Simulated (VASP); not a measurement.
# Ni (P6/mmm) in VASP: a series of runs

Ni is run at these levels: PBE; tasks: single point.

All numbers are computed with VASP 6.6.1; they aren't measurements. Logs are shortened: lines on timing, memory, paths and dates and some standing lists are left out, and cuts for length are marked.

**1. The cell of the first run**

Symmetry: P6/mmm, No. 191, hexagonal system. The conventional cell has a = 3.832 Å, b = 3.832 Å, c = 2.310 Å, α = 90.00°, β = 90.00°, γ = 120.00°. Ni (site symmetry 6/mmm) has 14 Ni at 2.31 to 2.50 Å within 3.1 Å. Ni (site symmetry -6m2) has 11 Ni at 2.21 to 2.50 Å within 2.9 Å.

**2. Single point, PBE, collinear spin, ferromagnetic start**

INCAR reads:

```
ALGO     = Normal         # electronic algorithm
EDIFF    = 1E-7           # SCF threshold, eV
ENCUT    = 520            # plane-wave cutoff, eV
GGA      = PE             # functional
ISIF     = 2              # what is computed and relaxed
ISMEAR   = -1             # smearing method
ISPIN    = 2              # spin polarisation
LASPH    = True           # aspherical terms in the spheres
LCHARG   = True           # write CHGCAR
LELF     = True           # ELF
LMAXMIX  = 4              # l up to which the mixer works
LORBIT   = 11             # projections on sites
LREAL    = False          # projectors in reciprocal space
LVHAR    = True         
LWAVE    = False          # write WAVECAR
MAGMOM   = 1 1 1          # initial moments
NBANDS   = 26             # bands
NELM     = 150            # most SCF steps
PREC     = Accurate       # precision mode
SIGMA    = 0.08           # smearing width, eV
```

KPOINTS reads:

```
k-points
0
Gamma
  9 9 12
```

POSCAR reads:

```
Ni
1.0
    3.8319494491      0.0000000000      0.0000000000
   -1.9159747246      3.3185655690      0.0000000000
    0.0000000000      0.0000000000      2.3103792246
Ni
3
Direct
    0.0000000000      0.0000000000      0.0000000000
    0.3333333333      0.6666666667      0.5000000000
    0.6666666667      0.3333333333      0.5000000000
```

Potentials or basis: VASP PAW PBE potentials, release 64 (Ni).

Run with:

```sh
> cat potpaw_PBE.64/Ni/POTCAR > POTCAR
> mpirun -np 1 vasp_std > vasp.out
```

OUTCAR:

```text
EDIFF = 1E-7
   ENCUT = 520
   GGA = PE
   ISIF = 2
   ISMEAR = -1
   ISPIN = 2
   LASPH = True
   LORBIT = 11
   LREAL = False
   NELM = 150
   PREC = Accurate

 ion  position               nearest neighbor table
   1  0.000  0.000  0.000-   2 2.50   3 2.50   2 2.50   3 2.50   3 2.50   3 2.50   2 2.50   2 2.50
                             3 2.50   3 2.50   2 2.50   2 2.50
   2  0.333  0.667  0.500-   3 2.21   3 2.21   3 2.21   1 2.50   1 2.50   1 2.50   1 2.50   1 2.50
                             1 2.50
   3  0.667  0.333  0.500-   2 2.21   2 2.21   2 2.21   1 2.50   1 2.50   1 2.50   1 2.50   1 2.50
                             1 2.50

  LATTYP: Found a hexagonal cell.
 ALAT       =     3.8319494491
 C/A-ratio  =     0.6029252878

  Lattice vectors:

 A1 = (   3.8319494491,   0.0000000000,   0.0000000000)
 A2 = (  -1.9159747246,   3.3185655690,   0.0000000000)
 A3 = (   0.0000000000,   0.0000000000,   2.3103792246)

Analysis of symmetry for initial positions (statically):
=====================================================================
 Subroutine PRICEL returns:
 Original cell was already a primitive cell.

 Routine SETGRP: Setting up the symmetry group for a
 hexagonal supercell.

 Subroutine GETGRP returns: Found 24 space group operations
 (whereof 24 operations were pure point group operations)
 out of a pool of 24 trial point group operations.

The static configuration has the point symmetry D_6h.

Analysis of symmetry for dynamics (positions and initial velocities):
=====================================================================
 Subroutine PRICEL returns:
 Original cell was already a primitive cell.

 Routine SETGRP: Setting up the symmetry group for a
 hexagonal supercell.

 Subroutine GETGRP returns: Found 24 space group operations
 (whereof 24 operations were pure point group operations)
 out of a pool of 24 trial point group operations.

The dynamic configuration has the point symmetry D_6h.

Analysis of structural, dynamic, and magnetic symmetry:
=====================================================================
 Subroutine PRICEL returns:
 Original cell was already a primitive cell.

 Routine SETGRP: Setting up the symmetry group for a
 hexagonal supercell.

 Subroutine GETGRP returns: Found 24 space group operations
 (whereof 24 operations were pure point group operations)
 out of a pool of 24 trial point group operations.

The overall configuration has the point symmetry D_6h.

 Subroutine INISYM returns: Found 24 space group operations
 (whereof 24 operations are pure point group operations),
 and found     1 'primitive' translations

----------------------------------------------------------------------------------------

                                     Primitive cell

  volume of cell :      29.3801

  direct lattice vectors                    reciprocal lattice vectors
     3.831949449  0.000000000  0.000000000     0.260963777  0.150667507  0.000000000
    -1.915974725  3.318565569  0.000000000     0.000000000  0.301335013  0.000000000
     0.000000000  0.000000000  2.310379225     0.000000000  0.000000000  0.432829377

  length of vectors
     3.831949449  3.831949449  2.310379225     0.301335013  0.301335013  0.432829377

  position of ions in fractional coordinates (direct lattice)
     0.000000000  0.000000000  0.000000000
     0.333333333  0.666666667  0.500000000
     0.666666667  0.333333333  0.500000000

  ion indices of the primitive-cell ions
   primitive index   ion index
                 1           1
                 2           2
                 3           3

----------------------------------------------------------------------------------------

 KPOINTS: k-points

Automatic generation of k-mesh.
 Grid dimensions read from file:
 generate k-points for:    9    9   12

 Generating k-lattice:

  Cartesian coordinates                     Fractional coordinates (reciprocal lattice)
     0.028995975  0.016740834  0.000000000     0.111111111  0.000000000  0.000000000
     0.000000000  0.033481668  0.000000000     0.000000000  0.111111111  0.000000000
     0.000000000  0.000000000  0.036069115     0.000000000  0.000000000  0.083333333

  Length of vectors
     0.033481668  0.033481668  0.036069115

  Shift w.r.t. Gamma in fractional coordinates (k-lattice)
     0.000000000  0.000000000  0.000000000

 Subroutine IBZKPT returns following result:
 ===========================================

 Found     84 irreducible k-points:

 Following reciprocal coordinates:
            Coordinates               Weight
  0.000000  0.000000  0.000000      1.000000
  0.111111  0.000000  0.000000      6.000000
  0.222222  0.000000  0.000000      6.000000
  0.333333  0.000000  0.000000      6.000000
  0.444444  0.000000  0.000000      6.000000
  0.111111  0.111111  0.000000      6.000000
[... 16 lines left out ...]
  0.333333  0.222222  0.083333     24.000000
  0.333333  0.333333  0.083333      4.000000
 [... further k-points ...]
   k-points           NKPTS =     84   k-points in BZ     NKDIM =     84   number of bands    NBANDS=     26
   number of dos      NEDOS =    301   number of ions     NIONS =      3
   total plane-waves  NPLWV =  14112
   dimension x,y,z NGX =    28 NGY =   28 NGZ =   18
   dimension x,y,z NGXF=    56 NGYF=   56 NGZF=   36
   ions per type =               3
   NGX,Y,Z   is equivalent  to a cutoff of  12.15, 12.15, 12.95 a.u.
   NGXF,Y,Z  is equivalent  to a cutoff of  24.30, 24.30, 25.90 a.u.
 SYSTEM =  unknown system
   PREC   = accura    normal or accurate (medium, high low for compatibility)
   ISTART =      0    job   : 0-new  1-cont  2-samecut
   ICHARG =      2    charge: 1-file 2-atom 10-const
   ISPIN  =      2    spin polarized calculation?
   LNONCOLLINEAR =      F non collinear calculations
   LSORBIT =      F    spin-orbit coupling
   LASPH  =      T    aspherical Exc in radial PAW
   ENCUT  =  520.0 eV  38.22 Ry    6.18 a.u.   7.12  7.12  4.30*2*pi/ulx,y,z
   NELM   =    150;   NELMIN=  2; NELMDL= -5     # of ELM steps
   EDIFF  = 0.1E-06   stopping-criterion for ELM
   LREAL  =      F    real-space projection
   EDIFFG = 0.1E-05   stopping-criterion for IOM
   NSW    =      0    number of steps for IOM
   IBRION =     -1    ionic relax: 0-MD 1-quasi-New 2-CG
   NFREE  =      0    steps in history (QN), initial steepest desc. (CG)
   ISIF   =      2    stress and relaxation
   ISYM   =      2    0-nonsym 1-usesym 2-fastsym
   POTIM  = 0.5000    time-step for ionic-motion
   TEBEG  =    0.0;   TEEND  =   0.0 temperature during run
   PSTRESS=    0.0 pullay stress
   NELECT =      30.0000    total number of electrons
   NUPDOWN=      -1.0000    fix difference up-down
   EMIN   =  10.00;   EMAX   =-10.00  energy-range for DOS
   EFERMI =   0.00;   METHOD = LEGACY
   ISMEAR =    -1;   SIGMA  =   0.08  broadening in eV -4-tet -1-fermi 0-gaus
   EFERMI_NEDOS =   21; number of points for ismear=-14 and -15
   IALGO  =     38    algorithm
   IMIX   =      4    mixing-type and parameters
     AMIX     =   0.40;   BMIX     =  1.00
     AMIX_MAG =   1.60;   BMIX_MAG =  1.00
  volume/ion in A,a.u.               =       9.79        66.09
  Fermi-wavevector in a.u.,A,eV,Ry     =   1.648532  3.115274 36.975987  2.717658
  Thomas-Fermi vector in A             =   2.737806
   LORBIT       =     11    0 simple, 1 ext, 2 COOP (PROOUT), +10 PAW based schemes
   GGA     = PE    functional components
   LHFCALC =     F    Hartree Fock is set to
   AEXX    =    0.0000 exact exchange contribution
   IVDW    =     0    specifies the selected vdW correction
   LEPSILON=     F    determine dielectric tensor
   LRPA    =     F    only Hartree local field effects (RPA)
 spin polarized calculation
  energy-cutoff  :      520.00
  volume of cell :       29.38
 maximum number of plane-waves:       807
   NGX = 15   NGY = 15   NGZ =  9

 number of electron      30.0000017 magnetization       1.5718898

 Free energy of the ion-electron system (eV)
  ---------------------------------------------------
  ext. energy  EPLUGINS =         0.00000000
  ---------------------------------------------------
  free energy    TOTEN  =       -15.75454984 eV

  energy without entropy =      -15.63920136  energy(sigma->0) =      -15.69687560

 E-fermi :  10.9265     XC(G=0): -13.8770

 val. band max:       10.9246953714   @ k =   0.4444   0.1111   0.1667
 cond. band min:      10.9271275371   @ k =   0.4444   0.0000   0.4167
 fundamental gap:      0.0024321657
 Fermi energy:        10.9264746364

 spin component 1

 k-point     1 :       0.0000    0.0000    0.0000
  band No.  band energies     occupation
      1       1.1955      1.00000
      2       6.1391      1.00000
      3       7.4228      1.00000
      4       7.4228      1.00000
      5       7.4305      1.00000
      6       7.4305      1.00000
[... 18 lines left out ...]
     25      37.9868      0.00000
     26      39.2347      0.00000
[... 644 lines left out ...]
      4       7.4470      1.00000
      5       7.4470      1.00000
      6       7.7088      1.00000
[... 18 lines left out ...]
     25      33.3593      0.00000
     26      33.4579      0.00000

 [... further k-points ...]

 spin component 2

 k-point     1 :       0.0000    0.0000    0.0000
  band No.  band energies     occupation
      1       1.1794      1.00000
      2       6.5636      1.00000
      3       7.8186      1.00000
      4       7.8186      1.00000
      5       7.8535      1.00000
      6       7.8535      1.00000
[... 18 lines left out ...]
     25      37.8851      0.00000
     26      39.1412      0.00000
[... 644 lines left out ...]
      4       7.9924      1.00000
      5       7.9924      1.00000
      6       8.1634      1.00000
[... 18 lines left out ...]
     25      33.4039      0.00000
     26      33.5132      0.00000

 [... further k-points ...]
[... 5 lines left out ...]
  --------------------------------------------------------------------------------------
  -------------------------------------------------------------------------------------
  Total        5.8612495      5.8612495      5.8063555     -0.0000000     -0.0000000      0.0000000
  in kB      319.6298596    319.6298596    316.6363403     -0.0000000     -0.0000000      0.0000000
  external PRESSURE =     318.6320199 kB  Pullay stress =       0.0000000 kB

 VOLUME and BASIS-vectors are now :
 -----------------------------------------------------------------------------
  energy-cutoff  :      520.00
  volume of cell :       29.38
      direct lattice vectors                 reciprocal lattice vectors
     3.831949449  0.000000000  0.000000000     0.260963777  0.150667507  0.000000000
    -1.915974725  3.318565569  0.000000000     0.000000000  0.301335013  0.000000000
     0.000000000  0.000000000  2.310379225     0.000000000  0.000000000  0.432829377

 POSITION                                       TOTAL-FORCE (eV/Angst)
 -----------------------------------------------------------------------------------
      0.00000      0.00000      0.00000        -0.000000      0.000000      0.000000
     -0.00000      2.21238      1.15519         0.000000      0.000000     -0.000000
      1.91597      1.10619      1.15519        -0.000000     -0.000000      0.000000
 -----------------------------------------------------------------------------------
    total drift:                                0.000000      0.000000     -0.000000

  FREE ENERGIE OF THE ION-ELECTRON SYSTEM (eV)
  ---------------------------------------------------
  free  energy   TOTEN  =       -15.7545498433 eV

  energy  without entropy=      -15.6392013569  energy(sigma->0) =      -15.69687560

 total charge

# of ion       s       p       d       tot
------------------------------------------
    1        0.526   0.579   8.370   9.475
    2        0.560   0.606   8.406   9.572
    3        0.560   0.606   8.406   9.572
--------------------------------------------------
tot          1.646   1.791  25.182  28.619

 magnetization (x)

# of ion       s       p       d       tot
------------------------------------------
    1       -0.003  -0.023   0.528   0.502
    2       -0.006  -0.020   0.562   0.536
    3       -0.006  -0.020   0.562   0.536
--------------------------------------------------
tot         -0.014  -0.064   1.653   1.575
```

Wall time 93 s (1 thread of AMD EPYC 9R45 (Zen 5), shared host); peak memory 0.18 GiB.

Results:

```
Free energy                                           : -15.7545 eV
Pressure                                              : 31.9 GPa
Net moment                                            : 1.57 μB per cell
Site moments                                          : Ni +0.50, +0.54 μB
Valence electrons inside the program's atomic spheres : Ni 9.47, 9.57
```

**3. Single point, PBE, collinear spin, ferromagnetic start**

INCAR reads:

```
SYSTEM = Ni
  PREC = Accurate
  ENCUT = 520
  EDIFF = 1E-7
  ISMEAR = -1
  SIGMA = 0.08
  LREAL = .FALSE.
  LASPH = .TRUE.
  NELM = 150
  ALGO = Normal
  ISIF = 2
  LWAVE = .FALSE.
  LCHARG = .FALSE.
  ISPIN = 2
  MAGMOM = 1 1 1
  LORBIT = 11
  LMAXMIX = 4
  GGA = PE
  NBANDS = 26
```

KPOINTS reads:

```
regular mesh
0
G
  9 9 12
  0 0 0
```

POSCAR is that of step 2.

Potentials or basis: VASP PAW PBE potentials, release 64 (Ni).

Run with:

```sh
> cat potpaw_PBE.64/Ni/POTCAR > POTCAR
> mpirun -np 1 vasp_std > vasp.out
```

OUTCAR:

```text
SYSTEM = Ni
   PREC = Accurate
   ENCUT = 520
   EDIFF = 1E-7
   ISMEAR = -1
   LREAL = .FALSE.
   LASPH = .TRUE.
   NELM = 150
   ISIF = 2
   ISPIN = 2
   LORBIT = 11
   GGA = PE

 ion  position               nearest neighbor table
   1  0.000  0.000  0.000-   2 2.50   3 2.50   2 2.50   3 2.50   3 2.50   3 2.50   2 2.50   2 2.50
                             3 2.50   3 2.50   2 2.50   2 2.50
   2  0.333  0.667  0.500-   3 2.21   3 2.21   3 2.21   1 2.50   1 2.50   1 2.50   1 2.50   1 2.50
                             1 2.50
   3  0.667  0.333  0.500-   2 2.21   2 2.21   2 2.21   1 2.50   1 2.50   1 2.50   1 2.50   1 2.50
                             1 2.50

  LATTYP: Found a hexagonal cell.
 ALAT       =     3.8319494491
 C/A-ratio  =     0.6029252878

  Lattice vectors:

 A1 = (   3.8319494491,   0.0000000000,   0.0000000000)
 A2 = (  -1.9159747246,   3.3185655690,   0.0000000000)
 A3 = (   0.0000000000,   0.0000000000,   2.3103792246)

Analysis of symmetry for initial positions (statically):
=====================================================================
 Subroutine PRICEL returns:
 Original cell was already a primitive cell.

 Routine SETGRP: Setting up the symmetry group for a
 hexagonal supercell.

 Subroutine GETGRP returns: Found 24 space group operations
 (whereof 24 operations were pure point group operations)
 out of a pool of 24 trial point group operations.

The static configuration has the point symmetry D_6h.

Analysis of symmetry for dynamics (positions and initial velocities):
=====================================================================
 Subroutine PRICEL returns:
 Original cell was already a primitive cell.

 Routine SETGRP: Setting up the symmetry group for a
 hexagonal supercell.

 Subroutine GETGRP returns: Found 24 space group operations
 (whereof 24 operations were pure point group operations)
 out of a pool of 24 trial point group operations.

The dynamic configuration has the point symmetry D_6h.

Analysis of structural, dynamic, and magnetic symmetry:
[... 153 lines left out ...]
  ---------------------------------------------------
  ext. energy  EPLUGINS =         0.00000000
  ---------------------------------------------------
  free energy    TOTEN  =       -15.75454984 eV

  energy without entropy =      -15.63920136  energy(sigma->0) =      -15.69687560

 E-fermi :  10.9265     XC(G=0): -13.8770

 val. band max:       10.9246953714   @ k =   0.4444   0.1111   0.1667
 cond. band min:      10.9271275371   @ k =   0.4444   0.0000   0.4167
 fundamental gap:      0.0024321657
 Fermi energy:        10.9264746364

 spin component 1

 k-point     1 :       0.0000    0.0000    0.0000
  band No.  band energies     occupation
      1       1.1955      1.00000
      2       6.1391      1.00000
      3       7.4228      1.00000
      4       7.4228      1.00000
      5       7.4305      1.00000
      6       7.4305      1.00000
[... 685 lines left out ...]
     25      33.3593      0.00000
     26      33.4579      0.00000

 [... further k-points ...]

 spin component 2

 k-point     1 :       0.0000    0.0000    0.0000
  band No.  band energies     occupation
      1       1.1794      1.00000
      2       6.5636      1.00000
      3       7.8186      1.00000
      4       7.8186      1.00000
      5       7.8535      1.00000
      6       7.8535      1.00000
[... 685 lines left out ...]
     25      33.4039      0.00000
     26      33.5132      0.00000

 [... further k-points ...]
[... 5 lines left out ...]
  --------------------------------------------------------------------------------------
  -------------------------------------------------------------------------------------
  Total        5.8612495      5.8612495      5.8063555     -0.0000000      0.0000000      0.0000000
  in kB      319.6298612    319.6298612    316.6363405     -0.0000000      0.0000000      0.0000000
  external PRESSURE =     318.6320210 kB  Pullay stress =       0.0000000 kB

 VOLUME and BASIS-vectors are now :
 -----------------------------------------------------------------------------
  energy-cutoff  :      520.00
  volume of cell :       29.38
      direct lattice vectors                 reciprocal lattice vectors
     3.831949449  0.000000000  0.000000000     0.260963777  0.150667507  0.000000000
    -1.915974725  3.318565569  0.000000000     0.000000000  0.301335013  0.000000000
     0.000000000  0.000000000  2.310379225     0.000000000  0.000000000  0.432829377

 POSITION                                       TOTAL-FORCE (eV/Angst)
 -----------------------------------------------------------------------------------
      0.00000      0.00000      0.00000        -0.000000      0.000000      0.000000
     -0.00000      2.21238      1.15519         0.000000     -0.000000     -0.000000
      1.91597      1.10619      1.15519        -0.000000      0.000000      0.000000
 -----------------------------------------------------------------------------------
    total drift:                                0.000000      0.000000     -0.000000

  FREE ENERGIE OF THE ION-ELECTRON SYSTEM (eV)
  ---------------------------------------------------
  free  energy   TOTEN  =       -15.7545498430 eV

  energy  without entropy=      -15.6392013566  energy(sigma->0) =      -15.69687560

 total charge

# of ion       s       p       d       tot
------------------------------------------
    1        0.526   0.579   8.370   9.475
    2        0.560   0.606   8.406   9.572
    3        0.560   0.606   8.406   9.572
--------------------------------------------------
tot          1.646   1.791  25.182  28.619

 magnetization (x)

# of ion       s       p       d       tot
------------------------------------------
    1       -0.003  -0.023   0.528   0.502
    2       -0.006  -0.020   0.562   0.536
    3       -0.006  -0.020   0.562   0.536
--------------------------------------------------
tot         -0.014  -0.064   1.653   1.575
```

It took 65 s on 1 thread of Intel Xeon 6975P-C (Granite Rapids), shared host; peak memory 0.2 GiB.

Results:

```
Free energy                                           : -15.7545 eV
Pressure                                              : 31.9 GPa
Net moment                                            : 1.57 μB per cell
Site moments                                          : Ni +0.50, +0.54 μB
Valence electrons inside the program's atomic spheres : Ni 9.47, 9.57
```
